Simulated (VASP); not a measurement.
# Fe (Im-3m) in VASP: further runs

Fe is run at these levels: r2SCAN; tasks: single point.

All numbers are computed with VASP 6.6.1; they aren't measurements. Logs are shortened: lines on timing, memory, paths and dates and some standing lists are left out, and cuts for length are marked.

### 1 The cell of the first run

Symmetry: Im-3m, No. 229, cubic system. The conventional cell has a = 2.684 Å, b = 2.684 Å, c = 2.684 Å, α = 90.00°, β = 90.00°, γ = 90.00°. Fe (site symmetry m-3m) has 14 Fe at 2.32 to 2.68 Å within 3.1 Å.

### 2 Single point, r2SCAN

Input file POSCAR:

```
Fe
1.0
   -1.3419230302      1.3419230302      1.3419230302
    1.3419230302     -1.3419230302      1.3419230302
    1.3419230302      1.3419230302     -1.3419230302
Fe
1
Direct
    0.0000000000      0.0000000000      0.0000000000
```

Input file INCAR.step1:

```
SYSTEM = Fe
PREC     = Accurate       ! precision mode
ENCUT    = 520            ! plane-wave cutoff, eV
ISMEAR   = -1             ! smearing method
SIGMA    = 0.1            ! smearing width, eV
LREAL    = .False.        ! projectors in reciprocal space
LASPH    = .True.         ! aspherical terms in the spheres
NELM     = 60             ! most SCF steps
NBANDS   = 10             ! bands
GGA      = PE             ! functional
ALGO     = Normal         ! electronic algorithm
EDIFF    = 1E-4           ! SCF threshold, eV
LWAVE    = .True.         ! write WAVECAR
LCHARG   = .False.        ! write CHGCAR
```

Input file INCAR.step2:

```
SYSTEM = Fe
PREC     = Accurate       ! precision mode
ENCUT    = 520            ! plane-wave cutoff, eV
EDIFF    = 1E-6           ! SCF threshold, eV
ISMEAR   = -1             ! smearing method
SIGMA    = 0.1            ! smearing width, eV
LREAL    = .False.        ! projectors in reciprocal space
LASPH    = .True.         ! aspherical terms in the spheres
NELM     = 60             ! most SCF steps
ALGO     = Normal         ! electronic algorithm
ISIF     = 2              ! what is computed and relaxed
LWAVE    = .False.        ! write WAVECAR
LCHARG   = .False.        ! write CHGCAR
METAGGA  = R2SCAN         ! meta-GGA
LMIXTAU  = .True.       
NBANDS   = 10             ! bands
ISTART   = 1
```

Input file KPOINTS:

```
Automatic mesh
0
Gamma
  17 17 17
  0 0 0
```

Potentials or basis: VASP PAW PBE potentials, release 64 (Fe).

On the command line:

```sh
$ cat potpaw_PBE.64/Fe/POTCAR > POTCAR
$ cp INCAR.step1 INCAR
$ mpirun -np 1 vasp_std > vasp.out
$ cp INCAR.step2 INCAR
$ mpirun -np 1 vasp_std > vasp.out
```

OUTCAR:

```text
SYSTEM = Fe
   PREC = Accurate
   ENCUT = 520
   EDIFF = 1E-6
   ISMEAR = -1
   LREAL = .False.
   LASPH = .True.
   NELM = 60
   ISIF = 2
   METAGGA = R2SCAN
   ISTART = 1

 ion  position               nearest neighbor table
   1  0.000  0.000  0.000-

  LATTYP: Found a body centered cubic cell.
 ALAT       =     2.6838460604

  Lattice vectors:

 A1 = (  -1.3419230302,   1.3419230302,   1.3419230302)
 A2 = (   1.3419230302,  -1.3419230302,   1.3419230302)
 A3 = (   1.3419230302,   1.3419230302,  -1.3419230302)

Analysis of symmetry for initial positions (statically):
=====================================================================
 Subroutine PRICEL returns:
 Original cell was already a primitive cell.

 Routine SETGRP: Setting up the symmetry group for a
 body centered cubic supercell.

 Subroutine GETGRP returns: Found 48 space group operations
 (whereof 48 operations were pure point group operations)
 out of a pool of 48 trial point group operations.

The static configuration has the point symmetry O_h .

Analysis of symmetry for dynamics (positions and initial velocities):
=====================================================================
 Subroutine PRICEL returns:
 Original cell was already a primitive cell.

 Routine SETGRP: Setting up the symmetry group for a
 body centered cubic supercell.

 Subroutine GETGRP returns: Found 48 space group operations
 (whereof 48 operations were pure point group operations)
 out of a pool of 48 trial point group operations.

The dynamic configuration has the point symmetry O_h .

 Subroutine INISYM returns: Found 48 space group operations
 (whereof 48 operations are pure point group operations),
 and found     1 'primitive' translations

----------------------------------------------------------------------------------------

                                     Primitive cell

  volume of cell :       9.6659

  direct lattice vectors                    reciprocal lattice vectors
    -1.341923030  1.341923030  1.341923030     0.000000000  0.372599612  0.372599612
     1.341923030 -1.341923030  1.341923030     0.372599612  0.000000000  0.372599612
     1.341923030  1.341923030 -1.341923030     0.372599612  0.372599612  0.000000000

  length of vectors
     2.324278868  2.324278868  2.324278868     0.526935424  0.526935424  0.526935424

  position of ions in fractional coordinates (direct lattice)
     0.000000000  0.000000000  0.000000000

  ion indices of the primitive-cell ions
   primitive index   ion index
                 1           1

----------------------------------------------------------------------------------------

 KPOINTS: Automatic mesh

Automatic generation of k-mesh.
 Grid dimensions read from file:
 generate k-points for:   17   17   17

 Generating k-lattice:

  Cartesian coordinates                     Fractional coordinates (reciprocal lattice)
     0.000000000  0.021917624  0.021917624     0.058823529  0.000000000  0.000000000
     0.021917624  0.000000000  0.021917624     0.000000000  0.058823529  0.000000000
     0.021917624  0.021917624  0.000000000     0.000000000  0.000000000  0.058823529

  Length of vectors
     0.030996201  0.030996201  0.030996201

  Shift w.r.t. Gamma in fractional coordinates (k-lattice)
     0.000000000  0.000000000  0.000000000

 Subroutine IBZKPT returns following result:
 ===========================================

 Found    165 irreducible k-points:

 Following reciprocal coordinates:
            Coordinates               Weight
  0.000000  0.000000  0.000000      1.000000
  0.058824  0.000000  0.000000     12.000000
  0.117647  0.000000  0.000000     12.000000
  0.176471  0.000000  0.000000     12.000000
  0.235294  0.000000  0.000000     12.000000
  0.294118  0.000000  0.000000     12.000000
[... 16 lines left out ...]
  0.411765  0.117647  0.000000     48.000000
  0.176471  0.176471  0.000000     24.000000
 [... further k-points ...]
   k-points           NKPTS =    165   k-points in BZ     NKDIM =    165   number of bands    NBANDS=     10
   number of dos      NEDOS =    301   number of ions     NIONS =      1
   total plane-waves  NPLWV =   5832
   dimension x,y,z NGX =    18 NGY =   18 NGZ =   18
   dimension x,y,z NGXF=    36 NGYF=   36 NGZF=   36
   ions per type =               1
   NGX,Y,Z   is equivalent  to a cutoff of  12.87, 12.87, 12.87 a.u.
   NGXF,Y,Z  is equivalent  to a cutoff of  25.75, 25.75, 25.75 a.u.
 SYSTEM =  Fe
   PREC   = accura    normal or accurate (medium, high low for compatibility)
   ISTART =      1    job   : 0-new  1-cont  2-samecut
   ICHARG =      0    charge: 1-file 2-atom 10-const
   ISPIN  =      1    spin polarized calculation?
   LNONCOLLINEAR =      F non collinear calculations
   LSORBIT =      F    spin-orbit coupling
   LASPH  =      T    aspherical Exc in radial PAW
   ENCUT  =  520.0 eV  38.22 Ry    6.18 a.u.   4.32  4.32  4.32*2*pi/ulx,y,z
   NELM   =     60;   NELMIN=  2; NELMDL=  0     # of ELM steps
   EDIFF  = 0.1E-05   stopping-criterion for ELM
   LREAL  =      F    real-space projection
   EDIFFG = 0.1E-04   stopping-criterion for IOM
   NSW    =      0    number of steps for IOM
   IBRION =     -1    ionic relax: 0-MD 1-quasi-New 2-CG
   NFREE  =      0    steps in history (QN), initial steepest desc. (CG)
   ISIF   =      2    stress and relaxation
   ISYM   =      2    0-nonsym 1-usesym 2-fastsym
   POTIM  = 0.5000    time-step for ionic-motion
   TEBEG  =    0.0;   TEEND  =   0.0 temperature during run
   PSTRESS=    0.0 pullay stress
   NELECT =       8.0000    total number of electrons
   NUPDOWN=      -1.0000    fix difference up-down
   EMIN   =  10.00;   EMAX   =-10.00  energy-range for DOS
   EFERMI =   0.00;   METHOD = LEGACY
   ISMEAR =    -1;   SIGMA  =   0.10  broadening in eV -4-tet -1-fermi 0-gaus
   EFERMI_NEDOS =   21; number of points for ismear=-14 and -15
   IALGO  =     38    algorithm
   IMIX   =      4    mixing-type and parameters
     AMIX     =   0.40;   BMIX     =  1.00
     AMIX_MAG =   1.60;   BMIX_MAG =  1.00
  volume/ion in A,a.u.               =       9.67        65.23
  Fermi-wavevector in a.u.,A,eV,Ry     =   1.537059  2.904620 32.144452  2.362551
  Thomas-Fermi vector in A             =   2.643621
   LORBIT       =      0    0 simple, 1 ext, 2 COOP (PROOUT), +10 PAW based schemes
   METAGGA = R2SCAN    functional components
   LHFCALC =     F    Hartree Fock is set to
   AEXX    =    0.0000 exact exchange contribution
   IVDW    =     0    specifies the selected vdW correction
   LEPSILON=     F    determine dielectric tensor
   LRPA    =     F    only Hartree local field effects (RPA)
 non-spin polarized calculation
  energy-cutoff  :      520.00
  volume of cell :        9.67
 maximum number of plane-waves:       267
 NGX is ok and might be reduce to    18
   NGX =  9   NGY =  9   NGZ =  9

 number of electron       8.0000008 magnetization

 Free energy of the ion-electron system (eV)
  ---------------------------------------------------
  ext. energy  EPLUGINS =         0.00000000
  ---------------------------------------------------
  free energy    TOTEN  =       -13.31821654 eV

  energy without entropy =      -13.23182048  energy(sigma->0) =      -13.27501851

 E-fermi :   7.5759     XC(G=0): -15.3878

 val. band max:        7.5730202010   @ k =   0.3529   0.1176   0.0588
 cond. band min:       7.5828086212   @ k =   0.2353   0.1176   0.1176
 fundamental gap:      0.0097884202
 Fermi energy:         7.5758971968

 k-point     1 :       0.0000    0.0000    0.0000
  band No.  band energies     occupation
      1      -2.3416      2.00000
      2       5.4202      2.00000
      3       5.4202      2.00000
      4       5.4203      2.00000
      5       7.5681      1.03893
      6       7.5681      1.03893
      7      35.2835      0.00000
      8      35.2835      0.00000
      9      35.2835      0.00000
     10      41.7620      0.00000

 k-point     2 :       0.0588    0.0000    0.0000
  band No.  band energies     occupation
      1      -2.1708      2.00000
      2       5.3639      2.00000
      3       5.4131      2.00000
      4       5.5236      2.00000
      5       7.5078      1.32795
      6       7.5726      1.01642
      7      34.3658      0.00000
      8      35.0947      0.00000
      9      35.2390      0.00000
     10      41.4012      0.00000

 k-point     3 :       0.1176    0.0000    0.0000
  band No.  band energies     occupation
      1      -1.6717      2.00000
      2       5.2046      2.00000
      3       5.3766      2.00000
      4       5.8252      2.00000
      5       7.3670      1.77973
      6       7.5877      0.94118
      7      32.2694      0.00000
      8      34.4187      0.00000
      9      35.1254      0.00000
     10      41.1196      0.00000

 k-point     4 :       0.1765    0.0000    0.0000
  band No.  band energies     occupation
      1      -0.8904      2.00000
      2       4.9688      2.00000
      3       5.2857      2.00000
      4       6.2993      1.99999
      5       7.2431      1.93076
      6       7.6165      0.79955
      7      29.6551      0.00000
      8      33.2491      0.00000
      9      34.9837      0.00000
     10      39.1425      0.00000

 k-point     5 :       0.2353    0.0000    0.0000
  band No.  band energies     occupation
      1       0.0720      2.00000
      2       4.6931      2.00000
      3       5.1857      2.00000
      4       6.9013      1.99765
      5       7.2159      1.94681
      6       7.6613      0.59733
      7      26.8183      0.00000
      8      31.8675      0.00000
      9      34.8473      0.00000
     10      37.0726      0.00000

 k-point     6 :       0.2941    0.0000    0.0000
  band No.  band energies     occupation
      1       1.0079      2.00000
      2       4.4168      2.00000
      3       5.2824      2.00000
      4       7.2843      1.89723
      5       7.5660      1.04926
      6       7.7195      0.38428
      7      23.9566      0.00000
      8      30.5440      0.00000
      9      34.7338      0.00000
     10      35.2215      0.00000
[... 183 lines left out ...]
 k-point    21 :       0.2941    0.1176   -0.0000
  band No.  band energies     occupation
      1       2.0150      2.00000
      2       4.1993      2.00000
      3       5.1978      2.00000
      4       7.2753      1.90565
      5       7.9218      0.06099
      6       9.0049      0.00000
      7      21.4666      0.00000
      8      27.0655      0.00000
      9      31.9914      0.00000
     10      36.2831      0.00000

 k-point    22 :       0.3529    0.1176    0.0000
  band No.  band energies     occupation
      1       2.2072      2.00000
      2       4.0424      2.00000
      3       5.8024      2.00000
      4       7.4075      1.68673
      5       8.0481      0.01763
      6       9.9009      0.00000
      7      19.0984      0.00000
      8      26.4005      0.00000
      9      31.0656      0.00000
     10      36.2457      0.00000

 k-point    23 :       0.4118    0.1176    0.0000
  band No.  band energies     occupation
      1       2.2226      2.00000
      2       3.9617      2.00000
      3       6.2295      2.00000
      4       7.4638      1.50829
      5       8.1846      0.00454
      6      10.6415      0.00000
      7      17.5359      0.00000
      8      26.0516      0.00000
      9      30.5805      0.00000
     10      36.2243      0.00000

 k-point    24 :       0.1765    0.1765    0.0000
  band No.  band energies     occupation
      1       1.3994      2.00000
      2       4.5067      2.00000
      3       4.6552      2.00000
      4       7.0674      1.98770
      5       7.8058      0.18237
      6       8.2295      0.00290
      7      25.3636      0.00000
      8      26.7949      0.00000
      9      33.3733      0.00000
     10      36.6292      0.00000

 [... further k-points ...]
[... 5 lines left out ...]
  --------------------------------------------------------------------------------------
  -------------------------------------------------------------------------------------
  Total        1.0667270      1.0667270      1.0667270     -0.0000000     -0.0000000     -0.0000000
  in kB      176.8157945    176.8157945    176.8157945     -0.0000000     -0.0000000     -0.0000000
  external PRESSURE =     176.8157945 kB  Pullay stress =       0.0000000 kB

 VOLUME and BASIS-vectors are now :
 -----------------------------------------------------------------------------
  energy-cutoff  :      520.00
  volume of cell :        9.67
      direct lattice vectors                 reciprocal lattice vectors
    -1.341923030  1.341923030  1.341923030     0.000000000  0.372599612  0.372599612
     1.341923030 -1.341923030  1.341923030     0.372599612  0.000000000  0.372599612
     1.341923030  1.341923030 -1.341923030     0.372599612  0.372599612  0.000000000

 POSITION                                       TOTAL-FORCE (eV/Angst)
 -----------------------------------------------------------------------------------
      0.00000      0.00000      0.00000        -0.000000      0.000000     -0.000000
 -----------------------------------------------------------------------------------
    total drift:                                0.000000      0.000000      0.000000

  FREE ENERGIE OF THE ION-ELECTRON SYSTEM (eV)
  ---------------------------------------------------
  free  energy   TOTEN  =       -13.3182165442 eV

  energy  without entropy=      -13.2318204754  energy(sigma->0) =      -13.27501851
```

Wall time 70 s (1 thread of Intel Xeon Platinum 8259CL at 2.50GHz (Skylake/Cascade Lake), shared host); peak memory 0.13 GiB.

Results:

```
Free energy            : -13.3182 eV
Pressure               : 17.7 GPa
Band gap on the k mesh : zero (band 4 reaches 8.61 eV, above the bottom of band 5 at 6.29 eV)
```

Caveat: the PAW data sets were made with another functional, which shifts forces and pressure a little; the run has no spin polarisation, though such a crystal can be magnetic.

[end of part 1 of 2]
